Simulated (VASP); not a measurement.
# TiO2 (Pbcn) in VASP: single point with PBEsol

Aim: the single point of TiO2 with PBEsol.

All numbers are computed with VASP 6.6.1; they aren't measurements. Logs are shortened: lines on timing, memory, paths and dates and some standing lists are left out, and cuts for length are marked.

## 1. The cell of the first run

The structure is orthorhombic, space group Pbcn (No. 60). The conventional cell has a = 4.538 Å, b = 5.495 Å, c = 4.879 Å, α = 90.00°, β = 90.00°, γ = 90.00°. Ti (site symmetry 2) has 6 O at 1.87 to 2.09 Å within 2.5 Å. Within 2.5 Å of O (site symmetry 1) lie 3 Ti at 1.87 to 2.09 Å.

## 2. Single point, PBEsol

Contents of INCAR:

```
PREC = Accurate
ENCUT = 520
EDIFF = 1E-7
ISMEAR = 0
SIGMA = 0.02
LREAL = False
LASPH = True
NELM = 100
ALGO = Normal
ISIF = 2
LWAVE = False
LCHARG = False
GGA = PS
NBANDS = 60
```

Contents of KPOINTS:

```
Automatic mesh
0
Gamma
  6 4 6
```

Contents of POSCAR:

```
TiO2
1.0
    4.5377931379      0.0000000000      0.0000000000
    0.0000000000      5.4949478155      0.0000000000
    0.0000000000      0.0000000000      4.8789254389
Ti O
4 8
Direct
    0.5000000000      0.6751292638      0.7500000000
    0.0000000000      0.8248707362      0.2500000000
    0.5000000000      0.3248707362      0.2500000000
    0.0000000000      0.1751292638      0.7500000000
    0.7284324577      0.6182171582      0.0812061762
    0.2284324577      0.8817828418      0.9187938238
    0.7715675423      0.8817828418      0.5812061762
    0.2715675423      0.6182171582      0.4187938238
    0.7284324577      0.3817828418      0.5812061762
    0.2284324577      0.1182171582      0.4187938238
    0.7715675423      0.1182171582      0.0812061762
    0.2715675423      0.3817828418      0.9187938238
```

Potentials or basis: VASP PAW PBE potentials, release 64 (Ti_sv, O).

The run is started by

```bash
$ cat potpaw_PBE.64/Ti_sv/POTCAR potpaw_PBE.64/O/POTCAR > POTCAR
$ mpirun -np 1 vasp_std > vasp.out
```

OUTCAR:

```text
PREC = Accurate
   ENCUT = 520
   EDIFF = 1E-7
   ISMEAR = 0
   LREAL = False
   LASPH = True
   NELM = 100
   ISIF = 2
   GGA = PS

 ion  position               nearest neighbor table
   1  0.500  0.675  0.750-   6 1.87   7 1.87   5 1.95   8 1.95   9 2.09  12 2.09
   2  0.000  0.825  0.250-   5 1.87   8 1.87   7 1.95   6 1.95  10 2.09  11 2.09
   3  0.500  0.325  0.250-  10 1.87  11 1.87   9 1.95  12 1.95   5 2.09   8 2.09
   4  0.000  0.175  0.750-   9 1.87  12 1.87  11 1.95  10 1.95   6 2.09   7 2.09
   5  0.728  0.618  0.081-   2 1.87   1 1.95   3 2.09
   6  0.228  0.882  0.919-   1 1.87   2 1.95   4 2.09
   7  0.772  0.882  0.581-   1 1.87   2 1.95   4 2.09
   8  0.272  0.618  0.419-   2 1.87   1 1.95   3 2.09
   9  0.728  0.382  0.581-   4 1.87   3 1.95   1 2.09
  10  0.228  0.118  0.419-   3 1.87   4 1.95   2 2.09
  11  0.772  0.118  0.081-   3 1.87   4 1.95   2 2.09
  12  0.272  0.382  0.919-   4 1.87   3 1.95   1 2.09

  LATTYP: Found a simple orthorhombic cell.
 ALAT       =     4.5377931379
 B/A-ratio  =     1.0751758158
 C/A-ratio  =     1.2109295529

  Lattice vectors:

 A1 = (  -4.5377931379,   0.0000000000,   0.0000000000)
 A2 = (   0.0000000000,   0.0000000000,   4.8789254389)
 A3 = (   0.0000000000,   5.4949478155,   0.0000000000)

Analysis of symmetry for initial positions (statically):
=====================================================================
 Subroutine PRICEL returns:
 Original cell was already a primitive cell.

 Routine SETGRP: Setting up the symmetry group for a
 simple orthorhombic supercell.

 Subroutine GETGRP returns: Found  8 space group operations
 (whereof  2 operations were pure point group operations)
 out of a pool of  8 trial point group operations.

The static configuration has the point symmetry S_2 .
 The point group associated with its full space group is D_2h.

Analysis of symmetry for dynamics (positions and initial velocities):
=====================================================================
 Subroutine PRICEL returns:
 Original cell was already a primitive cell.

 Routine SETGRP: Setting up the symmetry group for a
 simple orthorhombic supercell.

 Subroutine GETGRP returns: Found  8 space group operations
 (whereof  2 operations were pure point group operations)
 out of a pool of  8 trial point group operations.

The dynamic configuration has the point symmetry S_2 .
 The point group associated with its full space group is D_2h.

 Subroutine INISYM returns: Found  8 space group operations
 (whereof  2 operations are pure point group operations),
 and found     1 'primitive' translations

----------------------------------------------------------------------------------------

                                     Primitive cell

  volume of cell :     121.6557

  direct lattice vectors                    reciprocal lattice vectors
     4.537793138  0.000000000  0.000000000     0.220371438  0.000000000  0.000000000
     0.000000000  5.494947815  0.000000000     0.000000000  0.181985350  0.000000000
     0.000000000  0.000000000  4.878925439     0.000000000  0.000000000  0.204963165

  length of vectors
     4.537793138  5.494947815  4.878925439     0.220371438  0.181985350  0.204963165

  position of ions in fractional coordinates (direct lattice)
     0.500000000  0.675129264  0.750000000
     0.000000000  0.824870736  0.250000000
     0.500000000  0.324870736  0.250000000
     0.000000000  0.175129264  0.750000000
     0.728432458  0.618217158  0.081206176
     0.228432458  0.881782842  0.918793824
     0.771567542  0.881782842  0.581206176
     0.271567542  0.618217158  0.418793824
     0.728432458  0.381782842  0.581206176
     0.228432458  0.118217158  0.418793824
     0.771567542  0.118217158  0.081206176
     0.271567542  0.381782842  0.918793824

  ion indices of the primitive-cell ions
   primitive index   ion index
                 1           1
                 2           2
                 3           3
                 4           4
                 5           5
                 6           6
                 7           7
                 8           8
                 9           9
                10          10
                11          11
                12          12

----------------------------------------------------------------------------------------

 KPOINTS: Automatic mesh

Automatic generation of k-mesh.
 Grid dimensions read from file:
 generate k-points for:    6    4    6

 Generating k-lattice:

  Cartesian coordinates                     Fractional coordinates (reciprocal lattice)
     0.036728573  0.000000000  0.000000000     0.166666667  0.000000000  0.000000000
     0.000000000  0.045496337  0.000000000     0.000000000  0.250000000  0.000000000
     0.000000000  0.000000000  0.034160528     0.000000000  0.000000000  0.166666667

  Length of vectors
     0.036728573  0.045496337  0.034160528

  Shift w.r.t. Gamma in fractional coordinates (k-lattice)
     0.000000000  0.000000000  0.000000000

 Subroutine IBZKPT returns following result:
 ===========================================

 Found     48 irreducible k-points:

 Following reciprocal coordinates:
            Coordinates               Weight
  0.000000  0.000000  0.000000      1.000000
  0.166667  0.000000  0.000000      2.000000
  0.333333  0.000000  0.000000      2.000000
  0.500000  0.000000  0.000000      1.000000
  0.000000  0.250000  0.000000      2.000000
  0.166667  0.250000  0.000000      4.000000
[... 16 lines left out ...]
  0.333333  0.500000  0.166667      4.000000
  0.500000  0.500000  0.166667      2.000000
 [... further k-points ...]
   k-points           NKPTS =     48   k-points in BZ     NKDIM =     48   number of bands    NBANDS=     60
   number of dos      NEDOS =    301   number of ions     NIONS =     12
   total plane-waves  NPLWV =  54432
   dimension x,y,z NGX =    36 NGY =   42 NGZ =   36
   dimension x,y,z NGXF=    72 NGYF=   84 NGZF=   72
   ions per type =               4   8
   NGX,Y,Z   is equivalent  to a cutoff of  13.19, 12.71, 12.27 a.u.
   NGXF,Y,Z  is equivalent  to a cutoff of  26.38, 25.41, 24.53 a.u.
 SYSTEM =  unknown system
   PREC   = accura    normal or accurate (medium, high low for compatibility)
   ISTART =      0    job   : 0-new  1-cont  2-samecut
   ICHARG =      2    charge: 1-file 2-atom 10-const
   ISPIN  =      1    spin polarized calculation?
   LNONCOLLINEAR =      F non collinear calculations
   LSORBIT =      F    spin-orbit coupling
   LASPH  =      T    aspherical Exc in radial PAW
   ENCUT  =  520.0 eV  38.22 Ry    6.18 a.u.   8.44 10.22  9.07*2*pi/ulx,y,z
   NELM   =    100;   NELMIN=  2; NELMDL= -5     # of ELM steps
   EDIFF  = 0.1E-06   stopping-criterion for ELM
   LREAL  =      F    real-space projection
   EDIFFG = 0.1E-05   stopping-criterion for IOM
   NSW    =      0    number of steps for IOM
   IBRION =     -1    ionic relax: 0-MD 1-quasi-New 2-CG
   NFREE  =      0    steps in history (QN), initial steepest desc. (CG)
   ISIF   =      2    stress and relaxation
   ISYM   =      2    0-nonsym 1-usesym 2-fastsym
   POTIM  = 0.5000    time-step for ionic-motion
   TEBEG  =    0.0;   TEEND  =   0.0 temperature during run
   PSTRESS=    0.0 pullay stress
   NELECT =      96.0000    total number of electrons
   NUPDOWN=      -1.0000    fix difference up-down
   EMIN   =  10.00;   EMAX   =-10.00  energy-range for DOS
   EFERMI =   0.00;   METHOD = LEGACY
   ISMEAR =     0;   SIGMA  =   0.02  broadening in eV -4-tet -1-fermi 0-gaus
   EFERMI_NEDOS =   21; number of points for ismear=-14 and -15
   IALGO  =     38    algorithm
   IMIX   =      4    mixing-type and parameters
     AMIX     =   0.40;   BMIX     =  1.00
     AMIX_MAG =   1.60;   BMIX_MAG =  1.00
  volume/ion in A,a.u.               =      10.14        68.41
  Fermi-wavevector in a.u.,A,eV,Ry     =   1.512822  2.858819 31.138697  2.288630
  Thomas-Fermi vector in A             =   2.622695
   LORBIT       =      0    0 simple, 1 ext, 2 COOP (PROOUT), +10 PAW based schemes
   GGA     = PS    functional components
   LHFCALC =     F    Hartree Fock is set to
   AEXX    =    0.0000 exact exchange contribution
   IVDW    =     0    specifies the selected vdW correction
   LEPSILON=     F    determine dielectric tensor
   LRPA    =     F    only Hartree local field effects (RPA)
 non-spin polarized calculation
 Gauss-broadening in eV      SIGMA  =   0.02
  energy-cutoff  :      520.00
  volume of cell :      121.66
 maximum number of plane-waves:      3306
 NGX is ok and might be reduce to    36
   NGX = 17   NGY = 21   NGZ = 19

 number of electron      96.0000006 magnetization

 Free energy of the ion-electron system (eV)
  ---------------------------------------------------
  ext. energy  EPLUGINS =         0.00000000
  ---------------------------------------------------
  free energy    TOTEN  =      -112.27948260 eV

  energy without entropy =     -112.27948260  energy(sigma->0) =     -112.27948260

 E-fermi :   4.7306     XC(G=0): -11.8809

 val. band max:        4.6234145614   @ k =   0.0000   0.0000   0.0000
 cond. band min:       7.2608576379   @ k =   0.0000   0.0000   0.5000
 fundamental gap:      2.6374430765
 Fermi energy:         4.7306026866

 k-point     1 :       0.0000    0.0000    0.0000
  band No.  band energies     occupation
      1     -51.4798      2.00000
      2     -51.4553      2.00000
      3     -51.4478      2.00000
      4     -51.4413      2.00000
      5     -28.0562      2.00000
      6     -27.9694      2.00000
[... 52 lines left out ...]
     59       9.1417      0.00000
     60       9.4201      0.00000

 k-point     2 :       0.1667    0.0000    0.0000
  band No.  band energies     occupation
      1     -51.4781      2.00000
      2     -51.4569      2.00000
      3     -51.4474      2.00000
      4     -51.4417      2.00000
      5     -28.0444      2.00000
      6     -27.9633      2.00000
[... 52 lines left out ...]
     59       9.0520      0.00000
     60       9.2684      0.00000

 k-point     3 :       0.3333    0.0000    0.0000
  band No.  band energies     occupation
      1     -51.4736      2.00000
      2     -51.4614      2.00000
      3     -51.4462      2.00000
      4     -51.4429      2.00000
      5     -28.0121      2.00000
      6     -27.9432      2.00000
[... 1312 lines left out ...]
     59       8.9554      0.00000
     60       8.9706      0.00000

 k-point    24 :       0.5000    0.5000    0.1667
  band No.  band energies     occupation
      1     -51.4658      2.00000
      2     -51.4658      2.00000
      3     -51.4462      2.00000
      4     -51.4462      2.00000
      5     -28.0025      2.00000
      6     -28.0025      2.00000
[... 52 lines left out ...]
     59       8.8063      0.00000
     60       8.8063      0.00000

 [... further k-points ...]
[... 5 lines left out ...]
  --------------------------------------------------------------------------------------
  -------------------------------------------------------------------------------------
  Total        0.5767733      0.4956424      0.6318152      0.0000000      0.0000000     -0.0000000
  in kB        7.5959704      6.5274955      8.3208595      0.0000000      0.0000000     -0.0000000
  external PRESSURE =       7.4814418 kB  Pullay stress =       0.0000000 kB

 VOLUME and BASIS-vectors are now :
 -----------------------------------------------------------------------------
  energy-cutoff  :      520.00
  volume of cell :      121.66
      direct lattice vectors                 reciprocal lattice vectors
     4.537793138  0.000000000  0.000000000     0.220371438  0.000000000  0.000000000
     0.000000000  5.494947815  0.000000000     0.000000000  0.181985350  0.000000000
     0.000000000  0.000000000  4.878925439     0.000000000  0.000000000  0.204963165

 POSITION                                       TOTAL-FORCE (eV/Angst)
 -----------------------------------------------------------------------------------
      2.26890      3.70980      3.65919         0.000000     -0.030732      0.000000
      0.00000      4.53262      1.21973         0.000000      0.030732      0.000000
      2.26890      1.78515      1.21973         0.000000      0.030732      0.000000
      0.00000      0.96233      3.65919         0.000000     -0.030732      0.000000
      3.30548      3.39707      0.39620        -0.009975     -0.027303      0.000126
      1.03658      4.84535      4.48273        -0.009975      0.027303     -0.000126
      3.50121      4.84535      2.83566         0.009975      0.027303      0.000126
      1.23232      3.39707      2.04326         0.009975     -0.027303     -0.000126
      3.30548      2.09788      2.83566        -0.009975      0.027303      0.000126
      1.03658      0.64960      2.04326        -0.009975     -0.027303     -0.000126
      3.50121      0.64960      0.39620         0.009975     -0.027303      0.000126
      1.23232      2.09788      4.48273         0.009975      0.027303     -0.000126
 -----------------------------------------------------------------------------------
    total drift:                               -0.000000      0.000000      0.000000

  FREE ENERGIE OF THE ION-ELECTRON SYSTEM (eV)
  ---------------------------------------------------
  free  energy   TOTEN  =      -112.2794825970 eV

  energy  without entropy=     -112.2794825970  energy(sigma->0) =     -112.27948260
```

Run time: 9.5 min. Hardware: 1 thread of Oxide Virtual Turin-like, shared host; peak memory 0.33 GiB.

Results:

* Free energy: -112.2795 eV
* Pressure: 0.7 GPa
* Largest force: 0.031 eV/Å
* Band gap on the k mesh: 2.64 eV, indirect (least direct gap 2.70 eV)

Forces in eV/Å, atoms in the order of the input:
```
Ti   0.000 -0.031  0.000
Ti   0.000  0.031  0.000
Ti   0.000  0.031  0.000
Ti   0.000 -0.031  0.000
O   -0.010 -0.027  0.000
O   -0.010  0.027  0.000
O    0.010  0.027  0.000
O    0.010 -0.027  0.000
O   -0.010  0.027  0.000
O   -0.010 -0.027  0.000
O    0.010 -0.027  0.000
O    0.010  0.027  0.000
```

Levels at points of the mesh, in eV from the valence-band top:
```csv
k point,band 46,band 47,band 48,band 49,band 50,band 51
"(0.00, 0.00, 0.00)",-0.41,-0.01,0.00,2.70,2.70,2.84
"(0.50, 0.00, 0.00)",-0.50,-0.25,-0.25,3.15,3.15,3.29
"(0.00, 0.50, 0.00)",-1.22,-0.14,-0.14,2.81,2.81,3.26
"(0.50, 0.50, 0.00)",-0.54,-0.36,-0.36,3.01,3.01,3.02
"(0.00, 0.00, 0.50)",-0.43,-0.29,-0.29,2.64,2.64,3.09
"(0.50, 0.00, 0.50)",-0.50,-0.50,-0.50,3.02,3.02,3.02
"(0.00, 0.50, 0.50)",-0.44,-0.44,-0.44,2.94,2.94,2.94
"(0.50, 0.50, 0.50)",-0.82,-0.82,-0.82,3.04,3.04,3.04
```

Caveat: the PAW data sets were made with another functional, which shifts forces and pressure a little. Expect the measured gap to be larger: semilocal functionals such as PBEsol lack the derivative discontinuity.
